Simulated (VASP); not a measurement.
A run of VASP 6.6.1 is set up as follows.

INCAR

```
SYSTEM = MgO
ALGO = Normal
EDIFF = 1E-7
EDIFFG = -0.01
ENCUT = 600
GGA = PS
IBRION = 2
ISIF = 3
ISMEAR = -1
LASPH = .True.
LCHARG = .False.
LREAL = .False.
LWAVE = .False.
NELM = 60
NSW = 80
PREC = Accurate
PSTRESS = 100.0
SIGMA = 0.05
```

File KPOINTS:

```
k-points
0
Gamma
  11 11 11
  0 0 0
```

File POSCAR:

```
MgO
1.0
    0.0000000000      2.0970013927      2.0970013927
    2.0970013927      0.0000000000      2.0970013927
    2.0970013927      2.0970013927      0.0000000000
Mg O
1 1
Direct
    0.0000000000      0.0000000000      0.0000000000
    0.5000000000      0.5000000000      0.5000000000
```

Potentials or basis: VASP PAW PBE potentials, release 64 (Mg, O).

Run with:

```sh
$ cat potpaw_PBE.64/Mg/POTCAR potpaw_PBE.64/O/POTCAR > POTCAR
$ mpirun -np 1 vasp_std > vasp.out
```

**Question.** Estimate the space group after relaxing (to 0.05 Å).

**Answer.** Fm-3m (No. 225).

**Question.** Estimate the band gap on the k mesh.

**Answer.** 5.22 eV, direct.

**Question.** What does it give for the relaxed volume?

**Answer.** 8.81 Å³/atom.

**Question.** What does it give for the relaxed cell?

**Answer.** a = 2.921 Å, b = 2.921 Å, c = 2.921 Å, α = 60.00°, β = 60.00°, γ = 60.00°.

The path:
```
step  energy change (eV)  largest force (eV/Å)  pressure (GPa)  volume (Å³)
   1              0.0000                0.0000            1.63        18.44
   2              0.0631                0.0000           15.29        17.19
   3              0.0289                0.0000           10.00        17.62
```

Caveat: the cell is relaxed towards a set pressure, so the enthalpy falls and the energy may rise; the PAW data sets were made with another functional, which shifts forces and pressure a little. As with any semilocal functional, this PBEsol gap is likely too small.
